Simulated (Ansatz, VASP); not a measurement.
# Ce: VASP beside Ansatz

```
CELL_PARAMETERS angstrom
0.00000 2.26493 2.26493
2.26493 0.00000 2.26493
2.26493 2.26493 0.00000
ATOMIC_POSITIONS crystal
Ce 0.00000 0.00000 0.00000
```

Alike in both runs: task single point; functional LDA; k mesh 12 × 12 × 12; occupations fermi-dirac, width 0.1 eV; no spin polarisation.

|  | VASP | Ansatz |
| --- | --- | --- |
| version | VASP 6.6.1 | Ansatz 0.2.0 |
| potentials or method | VASP PAW LDA potentials, release 64 (Ce), cutoff 500 eV | plane waves (500 eV) with PAW, scalar-relativistic |
| valence electrons in the cell | 12 | 12 |

```csv
,VASP,Ansatz,Ansatz less VASP
pressure (GPa),-0.9,-0.1,+0.75
```

Ansatz warns that its potentials were made for another functional, while VASP's fit it. LDA's correlation is that of Perdew and Zunger in VASP and of Perdew and Wang (1992) in Ansatz.

Spin-orbit coupling is off throughout.
